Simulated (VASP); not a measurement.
# CoO (P1) in VASP: further runs, part 2 of 2

VASP 6.6.1. Earlier steps stand in the parts before.

### 5 Single point, PBEsol, collinear spin, ferromagnetic start

Contents of INCAR:

```
  ALGO = Normal
  EDIFF = 1E-7
  ENCUT = 520
  GGA = PS
  ISIF = 2
  ISMEAR = -1
  ISPIN = 2
  LASPH = T
  LCHARG = F
  LMAXMIX = 4
  LORBIT = 11
  LREAL = F
  LWAVE = F
  MAGMOM = 1.8 0
  NBANDS = 18
  NELM = 150
  PREC = Accurate
  SIGMA = 0.1
```

Contents of KPOINTS:

```
k-points
0
Gamma
  6 6 6
```

Contents of POSCAR:

```
CoO
1.0
   -1.5080000000      1.5080000000      2.1072480000
    1.5080000000     -1.5080000000      2.1072480000
    1.5080000000      1.5080000000     -2.1072480000
Co O
1 1
Direct
    0.0004017983     -0.0066594251     -0.0109122593
    0.4880072242      0.4938754866     -0.0222485033
```

Potentials or basis: VASP PAW PBE potentials, release 64 (Co, O).

Launch:

```console
> cat potpaw_PBE.64/Co/POTCAR potpaw_PBE.64/O/POTCAR > POTCAR
> mpirun -np 1 vasp_std > vasp.out
```

OUTCAR:

```text
EDIFF = 1E-7
   ENCUT = 520
   GGA = PS
   ISIF = 2
   ISMEAR = -1
   ISPIN = 2
   LASPH = T
   LORBIT = 11
   LREAL = F
   NELM = 150
   PREC = Accurate

 ion  position               nearest neighbor table
   1  0.000  0.993  0.989-   2 2.11   2 2.11   2 2.11   2 2.11   2 2.16   2 2.16
   2  0.488  0.494  0.978-   1 2.11   1 2.11   1 2.11   1 2.11   1 2.16   1 2.16

  LATTYP: Found a body centered tetragonal cell.
 ALAT       =     3.0160000000
 C/A-ratio  =     1.3973793103

  Lattice vectors:

 A1 = (  -1.5080000000,   1.5080000000,   2.1072480000)
 A2 = (   1.5080000000,  -1.5080000000,   2.1072480000)
 A3 = (   1.5080000000,   1.5080000000,  -2.1072480000)

Analysis of symmetry for initial positions (statically):
=====================================================================
 Subroutine PRICEL returns:
 Original cell was already a primitive cell.

 Routine SETGRP: Setting up the symmetry group for a
 body centered tetragonal supercell.

 Subroutine GETGRP returns: Found  1 space group operations
 (whereof  1 operations were pure point group operations)
 out of a pool of 16 trial point group operations.

The static configuration has the point symmetry C_1 .

Analysis of symmetry for dynamics (positions and initial velocities):
=====================================================================
 Subroutine PRICEL returns:
 Original cell was already a primitive cell.

 Routine SETGRP: Setting up the symmetry group for a
 body centered tetragonal supercell.

 Subroutine GETGRP returns: Found  1 space group operations
 (whereof  1 operations were pure point group operations)
 out of a pool of 16 trial point group operations.

The dynamic configuration has the point symmetry C_1 .

Analysis of structural, dynamic, and magnetic symmetry:
=====================================================================
 Subroutine PRICEL returns:
 Original cell was already a primitive cell.

 Routine SETGRP: Setting up the symmetry group for a
[... 141 lines left out ...]
 NGX is ok and might be reduce to    24
   NGX = 11   NGY = 11   NGZ = 11

 number of electron      15.0000000 magnetization       2.7992739

 Free energy of the ion-electron system (eV)
  ---------------------------------------------------
  ext. energy  EPLUGINS =         0.00000000
  ---------------------------------------------------
  free energy    TOTEN  =       -14.02458017 eV

  energy without entropy =      -13.91229935  energy(sigma->0) =      -13.96843976

 E-fermi :   7.9376     XC(G=0): -12.7076

 val. band max:        7.9369022706   @ k =   0.3333  -0.1667   0.1667
 cond. band min:       7.9376305844   @ k =  -0.1667  -0.1667   0.1667
 fundamental gap:      0.0007283137
 Fermi energy:         7.9375798276

 spin component 1

 k-point     1 :       0.0000    0.0000    0.0000
  band No.  band energies     occupation
      1     -12.3793      1.00000
      2       4.4919      1.00000
      3       4.5418      1.00000
      4       4.5545      1.00000
      5       4.7858      1.00000
      6       4.8370      1.00000
[... 493 lines left out ...]
     17      35.8195      0.00000
     18      36.7766      0.00000

 [... further k-points ...]

 spin component 2

 k-point     1 :       0.0000    0.0000    0.0000
  band No.  band energies     occupation
      1     -11.8983      1.00000
      2       5.1543      1.00000
      3       5.2017      1.00000
      4       5.2035      1.00000
      5       6.8001      0.99999
      6       6.8205      0.99999
[... 493 lines left out ...]
     17      36.2864      0.00000
     18      37.2617      0.00000

 [... further k-points ...]
[... 5 lines left out ...]
  --------------------------------------------------------------------------------------
  -------------------------------------------------------------------------------------
  Total       -1.2689254     -1.2785018     -1.2477764     -0.0032630     -0.0002856      0.0000400
  in kB     -106.0640834   -106.8645380   -104.2963258     -0.2727401     -0.0238682      0.0033443
  external PRESSURE =    -105.7416491 kB  Pullay stress =       0.0000000 kB

 VOLUME and BASIS-vectors are now :
 -----------------------------------------------------------------------------
  energy-cutoff  :      520.00
  volume of cell :       19.17
      direct lattice vectors                 reciprocal lattice vectors
    -1.508000000  1.508000000  2.107248000     0.000000000  0.331564987  0.237276296
     1.508000000 -1.508000000  2.107248000     0.331564987  0.000000000  0.237276296
     1.508000000  1.508000000 -2.107248000     0.331564987  0.331564987  0.000000000

 POSITION                                       TOTAL-FORCE (eV/Angst)
 -----------------------------------------------------------------------------------
      2.98890     -0.00581      0.00981         0.001303     -0.014062     -0.001374
      1.48330      1.46560      0.00871        -0.001303      0.014062      0.001374
 -----------------------------------------------------------------------------------
    total drift:                                0.000031      0.000099      0.000085

  FREE ENERGIE OF THE ION-ELECTRON SYSTEM (eV)
  ---------------------------------------------------
  free  energy   TOTEN  =       -14.0245801677 eV

  energy  without entropy=      -13.9122993485  energy(sigma->0) =      -13.96843976

 total charge

# of ion       s       p       d       tot
------------------------------------------
    1        0.299   0.366   7.161   7.826
    2        1.551   3.398   0.000   4.949
--------------------------------------------------
tot          1.851   3.764   7.161  12.775

 magnetization (x)

# of ion       s       p       d       tot
------------------------------------------
    1        0.020   0.018   2.434   2.472
    2        0.029   0.247   0.000   0.276
--------------------------------------------------
tot          0.049   0.265   2.434   2.748
```

stdout:

```text
POSCAR found type information on POSCAR CoO
 POSCAR found :  2 types and       2 ions
 scaLAPACK will be used
 -----------------------------------------------------------------------------
|                                                                             |
|                                                                             |
|     You enforced a specific xc type in the INCAR file but a different       |
|     I HOPE YOU KNOW WHAT YOU ARE DOING!                                     |
|                                                                             |
 -----------------------------------------------------------------------------

 LDA part: xc-table for (Slater+PW92), standard interpolation
 POSCAR, INCAR and KPOINTS ok, starting setup
 FFT: planning ... GRIDC
 FFT: planning ... GRID_SOFT
 FFT: planning ... GRID
 WAVECAR not read
 entering main loop
```

It took 63 s on 1 thread of AMD EPYC 9R45 (Zen 5), shared host; peak memory 0.16 GiB.

What came out:

```yaml
Free_energy: -14.0246 eV
Pressure: -10.6 GPa
Largest_force: 0.014 eV/Å
Net_moment: 2.80 μB per cell
Site_moments: Co +2.47; O +0.28 μB
Valence_electrons_inside_the_program's_atomic_spheres: Co 7.83; O 4.95
```

Forces on the atoms (eV/Å):
```
Co   0.001 -0.014 -0.001
O   -0.001  0.014  0.001
```

Stress tensor (GPa, compression positive):
```
-10.61  -0.03   0.00
 -0.03 -10.69   0.00
  0.00   0.00 -10.43
```

Levels at points of the mesh, in eV from the Fermi level:
Spin up:
```csv
k point,band 5,band 6,band 7,band 8,band 9,band 10,band 11,band 12,band 13,band 14
"(0.00, 0.00, 0.00)",-3.15,-3.10,-3.03,-3.01,-2.93,0.89,16.58,17.98,17.98,18.00
"(0.50, 0.00, 0.00)",-2.32,-2.31,-1.78,0.10,0.17,4.87,9.25,13.15,13.43,20.36
"(0.00, 0.50, 0.00)",-2.33,-2.31,-1.78,0.08,0.17,4.88,9.26,13.16,13.43,20.35
"(0.00, 0.50, 0.50)",-2.32,-2.31,-1.78,0.10,0.17,4.87,9.25,13.15,13.43,20.36
"(0.50, 0.00, 0.50)",-2.33,-2.31,-1.78,0.08,0.17,4.88,9.26,13.16,13.43,20.35
"(0.50, 0.50, 0.00)",-3.96,-2.85,-2.32,-2.03,-2.02,5.75,9.63,11.56,15.60,15.80
"(0.00, 0.00, 0.50)",-3.95,-2.84,-2.32,-2.03,-2.02,5.75,9.62,11.56,15.60,15.80
"(0.50, 0.50, 0.50)",-3.89,-2.82,-2.31,-2.04,-2.04,5.75,9.77,11.41,15.55,15.57
```
Spin down:
| k point | band 2 | band 3 | band 4 | band 5 | band 6 | band 7 | band 8 | band 9 | band 10 | band 11 |
| --- | --- | --- | --- | --- | --- | --- | --- | --- | --- | --- |
| (0.00, 0.00, 0.00) | -2.78 | -2.74 | -2.73 | -1.14 | -1.12 | -1.07 | -0.16 | -0.14 | 1.42 | 16.54 |
| (0.50, 0.00, 0.00) | -7.80 | -4.85 | -4.82 | -0.13 | -0.11 | 0.18 | 2.51 | 2.57 | 5.17 | 10.02 |
| (0.00, 0.50, 0.00) | -7.80 | -4.85 | -4.81 | -0.14 | -0.11 | 0.18 | 2.49 | 2.57 | 5.18 | 10.02 |
| (0.00, 0.50, 0.50) | -7.80 | -4.85 | -4.82 | -0.13 | -0.11 | 0.18 | 2.51 | 2.57 | 5.18 | 10.02 |
| (0.50, 0.00, 0.50) | -7.80 | -4.85 | -4.81 | -0.14 | -0.11 | 0.18 | 2.49 | 2.57 | 5.18 | 10.02 |
| (0.50, 0.50, 0.00) | -6.62 | -4.05 | -3.94 | -2.28 | 0.14 | 0.17 | 0.31 | 0.80 | 6.57 | 10.10 |
| (0.00, 0.00, 0.50) | -6.62 | -4.05 | -3.94 | -2.28 | 0.14 | 0.17 | 0.31 | 0.80 | 6.57 | 10.09 |
| (0.50, 0.50, 0.50) | -6.60 | -4.04 | -4.03 | -2.27 | 0.15 | 0.15 | 0.35 | 0.80 | 6.57 | 10.22 |

Caveat: the k points lie up to 0.49 Å⁻¹ apart; the PAW data sets were made with another functional, which shifts forces and pressure a little; a cell with one magnetic atom can't hold antiferromagnetic order, which such compounds often take; semilocal functionals often make such compounds metallic where correlation or magnetic order opens a gap, which also shifts bond lengths. With open d or f shells a metallic result of PBEsol can be an artefact of self-interaction; +U or a hybrid may open a gap.
